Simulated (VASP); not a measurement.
# CuF (P6_3/mmc) in VASP: settings compared, part 2 of 2

VASP 6.6.1. Earlier steps stand in the parts before.

## Step 3: Single point, HSE06

Input file POSCAR:

```
CuF
1.0
    2.7625361970      0.0000000000      0.0000000000
   -1.3812680985      2.3924265254      0.0000000000
    0.0000000000      0.0000000000      6.4019833364
Cu F
2 2
Direct
    0.0000000000      0.0000000000      0.0000000000
    0.0000000000      0.0000000000      0.5000000000
    0.3333333333      0.6666666667      0.2500000000
    0.6666666667      0.3333333333      0.7500000000
```

Input file INCAR.step1:

```
SYSTEM = CuF
PREC     = Accurate       ! precision mode
ENCUT    = 520            ! plane-wave cutoff, eV
EDIFF    = 1E-5           ! SCF threshold, eV
ISMEAR   = -1             ! smearing method
SIGMA    = 0.02           ! smearing width, eV
LREAL    = .FALSE.        ! projectors in reciprocal space
LASPH    = .TRUE.         ! aspherical terms in the spheres
NELM     = 80             ! most SCF steps
ALGO     = Normal         ! electronic algorithm
ISIF     = 2              ! what is computed and relaxed
LWAVE    = .TRUE.         ! write WAVECAR
NBANDS   = 26             ! bands
GGA      = PE             ! functional
```

Input file INCAR.step2:

```
SYSTEM = CuF
PREC     = Accurate       ! precision mode
ENCUT    = 520            ! plane-wave cutoff, eV
EDIFF    = 1E-7           ! SCF threshold, eV
ISMEAR   = -1             ! smearing method
SIGMA    = 0.02           ! smearing width, eV
LREAL    = .FALSE.        ! projectors in reciprocal space
LASPH    = .TRUE.         ! aspherical terms in the spheres
NELM     = 80             ! most SCF steps
ALGO     = Normal         ! electronic algorithm
ISIF     = 2              ! what is computed and relaxed
LWAVE    = .FALSE.        ! write WAVECAR
LCHARG   = .TRUE.         ! write CHGCAR
GGA      = PE             ! functional
LHFCALC  = .TRUE.         ! exact exchange
HFSCREEN = 0.2079         ! screening, 1/A
PRECFOCK = Normal       
LELF     = .TRUE.         ! ELF
LVHAR    = .TRUE.       
NBANDS   = 26             ! bands
ISTART   = 1
```

Input file KPOINTS:

```
Automatic mesh
0
G
  6 6 2
  0 0 0
```

Potentials or basis: VASP PAW PBE potentials, release 64 (Cu, F).

Launch:

```
$ cat potpaw_PBE.64/Cu/POTCAR potpaw_PBE.64/F/POTCAR > POTCAR
$ cp INCAR.step1 INCAR
$ mpirun -np 1 vasp_std > vasp.out
$ cp INCAR.step2 INCAR
$ mpirun -np 1 vasp_std > vasp.out
```

OUTCAR:

```text
SYSTEM = CuF
   PREC = Accurate
   ENCUT = 520
   EDIFF = 1E-7
   ISMEAR = -1
   LREAL = .FALSE.
   LASPH = .TRUE.
   NELM = 80
   ISIF = 2
   GGA = PE
   LHFCALC = .TRUE.
   HFSCREEN = 0.2079
   PRECFOCK = Normal
   ISTART = 1

 ion  position               nearest neighbor table
   1  0.000  0.000  0.000-   3 2.26   4 2.26   3 2.26   4 2.26   4 2.26   3 2.26
   2  0.000  0.000  0.500-   3 2.26   4 2.26   3 2.26   4 2.26   4 2.26   3 2.26
   3  0.333  0.667  0.250-   1 2.26   2 2.26   1 2.26   2 2.26   1 2.26   2 2.26
   4  0.667  0.333  0.750-   1 2.26   2 2.26   1 2.26   2 2.26   1 2.26   2 2.26

  LATTYP: Found a hexagonal cell.
 ALAT       =     2.7625361970
 C/A-ratio  =     2.3174296660

  Lattice vectors:

 A1 = (   2.7625361970,   0.0000000000,   0.0000000000)
 A2 = (  -1.3812680985,   2.3924265254,   0.0000000000)
 A3 = (   0.0000000000,   0.0000000000,   6.4019833364)

Analysis of symmetry for initial positions (statically):
=====================================================================
 Subroutine PRICEL returns:
 Original cell was already a primitive cell.

[... 170 lines left out ...]
  energy without entropy =      -17.72373610  energy(sigma->0) =      -17.72373610

 E-fermi :   3.7987     XC(G=0):  -9.4323

 val. band max:        3.3821547465   @ k =   0.5000   0.0000   0.0000
 cond. band min:       4.1972725820   @ k =   0.0000   0.0000   0.0000
 fundamental gap:      0.8151178355
 Fermi energy:         3.7986554658

 k-point     1 :       0.0000    0.0000    0.0000
  band No.  band energies     occupation
      1     -22.6742      2.00000
      2     -22.5013      2.00000
      3      -5.0395      2.00000
      4      -2.5984      2.00000
      5      -1.3363      2.00000
      6      -1.3363      2.00000
[... 395 lines left out ...]
     25      18.8561      0.00000
     26      18.8561      0.00000

------------------------ aborting loop because EDIFF is reached ----------------------------------------

  FORCE on cell =-STRESS in cart. coord.  units (eV):
  Direction    XX          YY          ZZ          XY          YZ          ZX
  --------------------------------------------------------------------------------------
  -------------------------------------------------------------------------------------
  Total        1.3436874      1.3436874     -0.0096731     -0.0000000      0.0000000      0.0000000
  in kB       50.8800694     50.8800694     -0.3662801     -0.0000000      0.0000000      0.0000000
  external PRESSURE =      33.7979529 kB  Pullay stress =       0.0000000 kB

 VOLUME and BASIS-vectors are now :
 -----------------------------------------------------------------------------
  energy-cutoff  :      520.00
  volume of cell :       42.31
      direct lattice vectors                 reciprocal lattice vectors
     2.762536197  0.000000000  0.000000000     0.361986207  0.208992834  0.000000000
    -1.381268099  2.392426525  0.000000000     0.000000000  0.417985668  0.000000000
     0.000000000  0.000000000  6.401983336     0.000000000  0.000000000  0.156201594

 POSITION                                       TOTAL-FORCE (eV/Angst)
 -----------------------------------------------------------------------------------
      0.00000      0.00000      0.00000        -0.000000      0.000000      0.000000
      0.00000      0.00000      3.20099        -0.000000      0.000000      0.000000
     -0.00000      1.59495      1.60050         0.000000     -0.000000      0.000000
      1.38127      0.79748      4.80149         0.000000      0.000000     -0.000000
 -----------------------------------------------------------------------------------
    total drift:                               -0.000047      0.000024     -0.000048

  FREE ENERGIE OF THE ION-ELECTRON SYSTEM (eV)
  ---------------------------------------------------
  free  energy   TOTEN  =       -17.7237361039 eV

  energy  without entropy=      -17.7237361039  energy(sigma->0) =      -17.72373610
```

OUTCAR.step1:

```text
SYSTEM = CuF
   PREC = Accurate
   ENCUT = 520
   EDIFF = 1E-5
   ISMEAR = -1
   LREAL = .FALSE.
   LASPH = .TRUE.
[... 624 lines left out ...]
      0.00000      0.00000      3.20099         0.000000     -0.000000      0.000000
     -0.00000      1.59495      1.60050        -0.000000      0.000000     -0.000000
      1.38127      0.79748      4.80149        -0.000000     -0.000000      0.000000
 -----------------------------------------------------------------------------------
    total drift:                               -0.000000      0.000000      0.000000

  FREE ENERGIE OF THE ION-ELECTRON SYSTEM (eV)
  ---------------------------------------------------
  free  energy   TOTEN  =       -14.2402245539 eV

  energy  without entropy=      -14.2377858818  energy(sigma->0) =      -14.23900522
```

OSZICAR.step1:

```text
N       E                     dE             d eps       ncg     rms          rms(c)
DAV:   1     0.335909900724E+03    0.33591E+03   -0.17864E+04   792   0.217E+03
DAV:   2     0.237743696895E+02   -0.31214E+03   -0.29295E+03   736   0.424E+02
DAV:   3    -0.149989387845E+02   -0.38773E+02   -0.37226E+02   856   0.163E+02
DAV:   4    -0.161232488907E+02   -0.11243E+01   -0.11176E+01   948   0.302E+01
DAV:   5    -0.161454975258E+02   -0.22249E-01   -0.22246E-01   952   0.350E+00    0.921E+00
DAV:   6    -0.151121602898E+02    0.10333E+01   -0.11522E+01  1008   0.657E+01    0.713E+00
DAV:   7    -0.142523379396E+02    0.85982E+00   -0.29336E+00   986   0.457E+01    0.193E+00
DAV:   8    -0.142497010548E+02    0.26369E-02   -0.28679E-01  1056   0.459E+00    0.749E-01
DAV:   9    -0.142404203240E+02    0.92807E-02   -0.15155E-02   908   0.206E+00    0.168E-01
DAV:  10    -0.142403501423E+02    0.70182E-04   -0.38929E-03  1098   0.804E-01    0.132E-01
DAV:  11    -0.142402095567E+02    0.14059E-03   -0.77871E-04  1018   0.619E-01    0.265E-02
DAV:  12    -0.142402271330E+02   -0.17576E-04   -0.86460E-05   930   0.854E-02    0.137E-02
DAV:  13    -0.142402245539E+02    0.25791E-05   -0.73543E-06   432   0.301E-02
   1 F= -.14240225E+02 E0= -.14239005E+02  d E =-.243867E-02
```

It took 49 min on 1 thread of Intel Xeon Platinum 8259CL at 2.50GHz (Skylake/Cascade Lake), shared host; peak memory 0.28 GiB.

What came out:

```
Free energy            : -17.7237 eV
Pressure               : 3.4 GPa
Band gap on the k mesh : 0.82 eV (least direct gap 1.35 eV)
```

Caveat: the k points lie up to 0.49 Å⁻¹ apart; the PAW data sets were made with another functional, which shifts forces and pressure a little. A k mesh can miss the band edges.

The gap in the log of VASP goes by the Fermi energy; the results here count the filled bands.